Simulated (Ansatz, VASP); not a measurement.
# Cs in VASP and in Ansatz

```
Cs
1.0
     5.20167    0.00000    0.00000
     0.00000    5.20167    0.00000
     0.00000    0.00000    5.20167
Cs
1
Direct
  0.50000 0.50000 0.50000
```

Alike in both runs: task single point; functional PBE; k mesh 12 × 12 × 12; occupations gaussian, width 0.1 eV; no spin polarisation.

|  | VASP | Ansatz |
| --- | --- | --- |
| version | VASP 6.6.1 | Ansatz 0.2.0 |
| potentials or method | VASP PAW PBE potentials, release 64 (Cs_sv), cutoff 520 eV | scalar-relativistic, plane waves, PAW |
| valence electrons in the cell | 9 | 9 |

|  | VASP | Ansatz | Ansatz less VASP |
| --- | --- | --- | --- |
| gap on the k mesh at the Fermi level (eV) | none | none | - |
| pressure (GPa) | -0.1 | -0.1 | 0.00 |

A gap of «none» marks a metal or a gap that the smearing closes.

Spin-orbit coupling is off throughout.
